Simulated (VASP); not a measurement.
# RbBr (P4/mmm) in VASP: single point with HSE06

Aim: the single point of RbBr with HSE06.

Everything below comes from runs of VASP 6.6.1. Logs are shortened: lines on timing, memory, paths and dates and some standing lists are left out, and cuts for length are marked.

## (1) The cell of the first run

It takes space group P4/mmm (No. 123, tetragonal). The conventional cell has a = 4.164 Å, b = 4.164 Å, c = 4.115 Å, α = 90.00°, β = 90.00°, γ = 90.00°. Rb (site symmetry 4/mmm) has 8 Br at 3.59 Å and 6 Rb at 4.12 to 4.16 Å within 4.7 Å. Within 4.7 Å of Br (site symmetry 4/mmm) lie 8 Rb at 3.59 Å and 6 Br at 4.12 to 4.16 Å.

## (2) Single point, HSE06 (epitaxial xy strain +0.9%)

The input, POSCAR:

```
RbBr
1.0
    4.1642523828      0.0000000000      0.0000000000
    0.0000000000      4.1642523828      0.0000000000
    0.0000000000      0.0000000000      4.1151734636
Rb Br
1 1
Direct
    0.0000000000      0.0000000000      0.0000000000
    0.5000000000      0.5000000000      0.5000000000
```

The input, INCAR.step1:

```
  ALGO = Normal
  EDIFF = 1E-5
  ENCUT = 520
  GGA = PE
  ISIF = 2
  ISMEAR = 0
  LASPH = T
  LCHARG = F
  LREAL = F
  LWAVE = T
  NBANDS = 15
  NELM = 100
  PREC = Accurate
  SIGMA = 0.01
```

The input, INCAR.step2:

```
  ALGO = Normal
  EDIFF = 1E-6
  ENCUT = 520
  GGA = PE
  HFSCREEN = 0.2079
  ISIF = 2
  ISMEAR = 0
  ISTART = 1
  LASPH = T
  LCHARG = F
  LHFCALC = T
  LREAL = F
  LWAVE = F
  NBANDS = 15
  NELM = 100
  PREC = Accurate
  PRECFOCK = Normal
  SIGMA = 0.01
```

The input, KPOINTS:

```
k-points
0
Gamma
  4 4 4
```

Potentials or basis: VASP PAW PBE potentials, release 64 (Rb_sv, Br).

Started as:

```
cat potpaw_PBE.64/Rb_sv/POTCAR potpaw_PBE.64/Br/POTCAR > POTCAR
cp INCAR.step1 INCAR
mpirun -np 1 vasp_std > vasp.out
cp INCAR.step2 INCAR
mpirun -np 1 vasp_std > vasp.out
```

OUTCAR:

```text
EDIFF = 1E-6
   ENCUT = 520
   GGA = PE
   HFSCREEN = 0.2079
   ISIF = 2
   ISMEAR = 0
   ISTART = 1
   LASPH = T
   LHFCALC = T
   LREAL = F
   NELM = 100
   PREC = Accurate
   PRECFOCK = Normal

 ion  position               nearest neighbor table
   1  0.000  0.000  0.000-   2 3.59   2 3.59   2 3.59   2 3.59   2 3.59   2 3.59   2 3.59   2 3.59

   2  0.500  0.500  0.500-   1 3.59   1 3.59   1 3.59   1 3.59   1 3.59   1 3.59   1 3.59   1 3.59

  LATTYP: Found a simple tetragonal cell.
 ALAT       =     4.1642523828
 C/A-ratio  =     0.9882142304

  Lattice vectors:

 A1 = (   4.1642523828,   0.0000000000,   0.0000000000)
 A2 = (   0.0000000000,   4.1642523828,   0.0000000000)
 A3 = (   0.0000000000,   0.0000000000,   4.1151734636)

Analysis of symmetry for initial positions (statically):
=====================================================================
 Subroutine PRICEL returns:
 Original cell was already a primitive cell.

 Routine SETGRP: Setting up the symmetry group for a
 simple tetragonal supercell.

 Subroutine GETGRP returns: Found 16 space group operations
 (whereof 16 operations were pure point group operations)
 out of a pool of 16 trial point group operations.

The static configuration has the point symmetry D_4h.

Analysis of symmetry for dynamics (positions and initial velocities):
=====================================================================
 Subroutine PRICEL returns:
 Original cell was already a primitive cell.

 Routine SETGRP: Setting up the symmetry group for a
 simple tetragonal supercell.

 Subroutine GETGRP returns: Found 16 space group operations
 (whereof 16 operations were pure point group operations)
 out of a pool of 16 trial point group operations.

The dynamic configuration has the point symmetry D_4h.

 Subroutine INISYM returns: Found 16 space group operations
 (whereof 16 operations are pure point group operations),
 and found     1 'primitive' translations

----------------------------------------------------------------------------------------

                                     Primitive cell

  volume of cell :      71.3612

  direct lattice vectors                    reciprocal lattice vectors
     4.164252383  0.000000000  0.000000000     0.240139143  0.000000000  0.000000000
     0.000000000  4.164252383  0.000000000     0.000000000  0.240139143  0.000000000
     0.000000000  0.000000000  4.115173464     0.000000000  0.000000000  0.243003122

  length of vectors
     4.164252383  4.164252383  4.115173464     0.240139143  0.240139143  0.243003122

  position of ions in fractional coordinates (direct lattice)
     0.000000000  0.000000000  0.000000000
     0.500000000  0.500000000  0.500000000

  ion indices of the primitive-cell ions
   primitive index   ion index
                 1           1
                 2           2

----------------------------------------------------------------------------------------

 KPOINTS: k-points

Automatic generation of k-mesh.
 Grid dimensions read from file:
 generate k-points for:    4    4    4

 Generating k-lattice:

  Cartesian coordinates                     Fractional coordinates (reciprocal lattice)
     0.060034786  0.000000000  0.000000000     0.250000000  0.000000000  0.000000000
     0.000000000  0.060034786  0.000000000     0.000000000  0.250000000  0.000000000
     0.000000000  0.000000000  0.060750781     0.000000000  0.000000000  0.250000000

  Length of vectors
     0.060034786  0.060034786  0.060750781

  Shift w.r.t. Gamma in fractional coordinates (k-lattice)
     0.000000000  0.000000000  0.000000000

 Subroutine IBZKPT returns following result:
 ===========================================

 Found     18 irreducible k-points:

 Following reciprocal coordinates:
            Coordinates               Weight
  0.000000  0.000000  0.000000      1.000000
  0.250000  0.000000  0.000000      4.000000
  0.500000  0.000000  0.000000      2.000000
  0.250000  0.250000  0.000000      4.000000
  0.500000  0.250000  0.000000      4.000000
  0.500000  0.500000  0.000000      1.000000
[... 10 lines left out ...]
  0.500000  0.250000  0.500000      4.000000
  0.500000  0.500000  0.500000      1.000000
   k-points           NKPTS =     18   k-points in BZ     NKDIM =     64   number of bands    NBANDS=     15
   number of dos      NEDOS =    301   number of ions     NIONS =      2
   total plane-waves  NPLWV =  32768
   dimension x,y,z NGX =    32 NGY =   32 NGZ =   32
   dimension x,y,z NGXF=    64 NGYF=   64 NGZF=   64
   ions per type =               1   1
   NGX,Y,Z   is equivalent  to a cutoff of  12.78, 12.78, 12.93 a.u.
   NGXF,Y,Z  is equivalent  to a cutoff of  25.55, 25.55, 25.85 a.u.
 SYSTEM =  unknown system
   PREC   = accura    normal or accurate (medium, high low for compatibility)
   ISTART =      1    job   : 0-new  1-cont  2-samecut
   ICHARG =      0    charge: 1-file 2-atom 10-const
   ISPIN  =      1    spin polarized calculation?
   LNONCOLLINEAR =      F non collinear calculations
   LSORBIT =      F    spin-orbit coupling
   LASPH  =      T    aspherical Exc in radial PAW
   ENCUT  =  520.0 eV  38.22 Ry    6.18 a.u.   7.74  7.74  7.65*2*pi/ulx,y,z
   NELM   =    100;   NELMIN=  2; NELMDL=  0     # of ELM steps
   EDIFF  = 0.1E-05   stopping-criterion for ELM
   LREAL  =      F    real-space projection
   EDIFFG = 0.1E-04   stopping-criterion for IOM
   NSW    =      0    number of steps for IOM
   IBRION =     -1    ionic relax: 0-MD 1-quasi-New 2-CG
   NFREE  =      0    steps in history (QN), initial steepest desc. (CG)
   ISIF   =      2    stress and relaxation
   ISYM   =      3    0-nonsym 1-usesym 2-fastsym
   POTIM  = 0.5000    time-step for ionic-motion
   TEBEG  =    0.0;   TEEND  =   0.0 temperature during run
   PSTRESS=    0.0 pullay stress
   NELECT =      16.0000    total number of electrons
   NUPDOWN=      -1.0000    fix difference up-down
   EMIN   =  10.00;   EMAX   =-10.00  energy-range for DOS
   EFERMI =   0.00;   METHOD = LEGACY
   ISMEAR =     0;   SIGMA  =   0.01  broadening in eV -4-tet -1-fermi 0-gaus
   EFERMI_NEDOS =   21; number of points for ismear=-14 and -15
   IALGO  =     38    algorithm
   IMIX   =      1    mixing-type and parameters
     AMIX     =   0.40;   BMIX     =  1.00
     AMIX_MAG =   1.60;   BMIX_MAG =  1.00
  volume/ion in A,a.u.               =      35.68       240.78
  Fermi-wavevector in a.u.,A,eV,Ry     =   0.994552  1.879430 13.457976  0.989133
  Thomas-Fermi vector in A             =   2.126511
   LORBIT       =      0    0 simple, 1 ext, 2 COOP (PROOUT), +10 PAW based schemes
   GGA     = PE    functional components
   LHFCALC =     T    Hartree Fock is set to
   PRECFOCK=normal    Normal, Fast or Accurate (Low or Medium for compatibility)
   ENCUT4O =  -1.0   cutoff for four orbital integrals eV
   NKREDX  =     1    reduce k-point grid by
   NKREDY  =     1    reduce k-point grid by
   NKREDZ  =     1    reduce k-point grid by
   AEXX    =    0.2500 exact exchange contribution
   HFSCREEN=    0.2079 screening length (either q_TF or 0.3 A-1)
   HFSCREENC=   0.2079 screening length for correlation (either q_TF or 0.3 A-1)
   ENCUTFOCK=  -1.0 apply spherical cutoff to Coloumb kernel
   IVDW    =     0    specifies the selected vdW correction
   LEPSILON=     F    determine dielectric tensor
   LRPA    =     F    only Hartree local field effects (RPA)
 non-spin polarized calculation
 Gauss-broadening in eV      SIGMA  =   0.01
  energy-cutoff  :      520.00
  volume of cell :       71.36
 maximum number of plane-waves:      1956
 NGX is ok and might be reduce to    32
  NGX = 24; NGY = 24; NGZ = 24

 number of electron      16.0000001 magnetization

 Free energy of the ion-electron system (eV)
  ---------------------------------------------------
  ext. energy  EPLUGINS =         0.00000000
  ---------------------------------------------------
  free energy    TOTEN  =        -6.96823405 eV

  energy without entropy =       -6.96823405  energy(sigma->0) =       -6.96823405

 E-fermi :  -1.4746     XC(G=0):  -6.5789

 val. band max:       -1.5472603882   @ k =   0.5000   0.5000   0.0000
 cond. band min:       3.6222641045   @ k =   0.0000   0.0000   0.0000
 fundamental gap:      5.1695244927
 Fermi energy:        -1.4746411372

 k-point     1 :       0.0000    0.0000    0.0000
  band No.  band energies     occupation
      1     -28.4340      2.00000
      2     -15.2326      2.00000
      3     -11.2559      2.00000
      4     -11.2559      2.00000
      5     -11.2457      2.00000
      6      -1.7665      2.00000
      7      -1.7665      2.00000
      8      -1.7052      2.00000
      9       3.6223      0.00000
     10       5.1693      0.00000
     11       5.2189      0.00000
     12       9.7034      0.00000
     13       9.8104      0.00000
     14       9.8104      0.00000
     15      12.3909      0.00000

 k-point     2 :       0.2500    0.0000    0.0000
  band No.  band energies     occupation
      1     -28.4240      2.00000
      2     -15.2268      2.00000
      3     -11.3164      2.00000
      4     -11.2318      2.00000
      5     -11.2225      2.00000
      6      -2.6592      2.00000
      7      -1.8012      2.00000
      8      -1.7346      2.00000
      9       4.9097      0.00000
     10       5.6848      0.00000
     11       6.3868      0.00000
     12       9.5161      0.00000
     13       9.5953      0.00000
     14      10.1547      0.00000
     15      10.1682      0.00000
[... 257 lines left out ...]
      3     -11.5332      2.00000
      4     -11.5054      2.00000
      5     -11.3199      2.00000
      6      -2.8433      2.00000
      7      -2.8157      2.00000
      8      -2.3492      2.00000
      9       6.0389      0.00000
     10       7.4114      0.00000
     11       7.6327      0.00000
     12       7.6389      0.00000
     13       9.8535      0.00000
     14       9.9268      0.00000
     15      11.8156      0.00000

 k-point    18 :       0.5000    0.5000    0.5000
  band No.  band energies     occupation
      1     -28.3756      2.00000
      2     -14.9129      2.00000
      3     -11.4888      2.00000
      4     -11.4612      2.00000
      5     -11.4612      2.00000
      6      -2.9761      2.00000
      7      -2.9527      2.00000
      8      -2.9527      2.00000
      9       7.7900      0.00000
     10       7.7900      0.00000
     11       7.8407      0.00000
     12       9.1030      0.00000
     13       9.1030      0.00000
     14       9.2204      0.00000
     15      12.0718      0.00000

------------------------ aborting loop because EDIFF is reached ----------------------------------------

  FORCE on cell =-STRESS in cart. coord.  units (eV):
  Direction    XX          YY          ZZ          XY          YZ          ZX
  --------------------------------------------------------------------------------------
  -------------------------------------------------------------------------------------
  Total        0.0369592      0.0369592      0.1983551      0.0000000      0.0000000      0.0000000
  in kB        0.8297958      0.8297958      4.4534007      0.0000000      0.0000000      0.0000000
  external PRESSURE =       2.0376641 kB  Pullay stress =       0.0000000 kB

 VOLUME and BASIS-vectors are now :
 -----------------------------------------------------------------------------
  energy-cutoff  :      520.00
  volume of cell :       71.36
      direct lattice vectors                 reciprocal lattice vectors
     4.164252383  0.000000000  0.000000000     0.240139143  0.000000000  0.000000000
     0.000000000  4.164252383  0.000000000     0.000000000  0.240139143  0.000000000
     0.000000000  0.000000000  4.115173464     0.000000000  0.000000000  0.243003122

 POSITION                                       TOTAL-FORCE (eV/Angst)
 -----------------------------------------------------------------------------------
      0.00000      0.00000      0.00000         0.000000      0.000000      0.000000
      2.08213      2.08213      2.05759         0.000000      0.000000      0.000000
 -----------------------------------------------------------------------------------
    total drift:                               -0.000000     -0.000000      0.000000

  FREE ENERGIE OF THE ION-ELECTRON SYSTEM (eV)
  ---------------------------------------------------
  free  energy   TOTEN  =        -6.9682340526 eV

  energy  without entropy=       -6.9682340526  energy(sigma->0) =       -6.96823405
```

Wall time 8.4 min (1 thread of Intel Xeon Platinum 8375C at 2.90GHz (Ice Lake), shared host); peak memory 0.3 GiB.

What came out:

```
Free energy            : -6.9682 eV
Pressure               : 0.2 GPa
Band gap on the k mesh : 5.17 eV, indirect (least direct gap 5.33 eV)
```

Levels at points of the mesh, in eV from the valence-band top:
| k point | band 4 | band 5 | band 6 | band 7 | band 8 | band 9 | band 10 | band 11 | band 12 | band 13 |
| --- | --- | --- | --- | --- | --- | --- | --- | --- | --- | --- |
| (0.00, 0.00, 0.00) | -9.71 | -9.70 | -0.22 | -0.22 | -0.16 | 5.17 | 6.72 | 6.77 | 11.25 | 11.36 |
| (0.50, 0.00, 0.00) | -9.66 | -9.65 | -1.80 | -0.29 | -0.22 | 8.12 | 8.20 | 8.81 | 9.89 | 11.25 |
| (0.50, 0.50, 0.00) | -10.01 | -9.62 | -1.14 | -1.14 | 0.00 | 6.43 | 7.47 | 9.32 | 9.32 | 11.98 |
| (0.00, 0.00, 0.50) | -9.66 | -9.66 | -1.81 | -0.28 | -0.28 | 8.15 | 8.22 | 8.88 | 9.87 | 11.16 |
| (0.50, 0.00, 0.50) | -10.00 | -9.63 | -1.16 | -1.13 | -0.05 | 6.46 | 7.38 | 9.18 | 9.22 | 11.99 |
| (0.50, 0.50, 0.50) | -9.91 | -9.91 | -1.43 | -1.41 | -1.41 | 9.34 | 9.34 | 9.39 | 10.65 | 10.65 |

Caveat: the cell differs from its parent crystal (epitaxial xy strain +0.9%); the PAW data sets were made with another functional, which shifts forces and pressure a little.
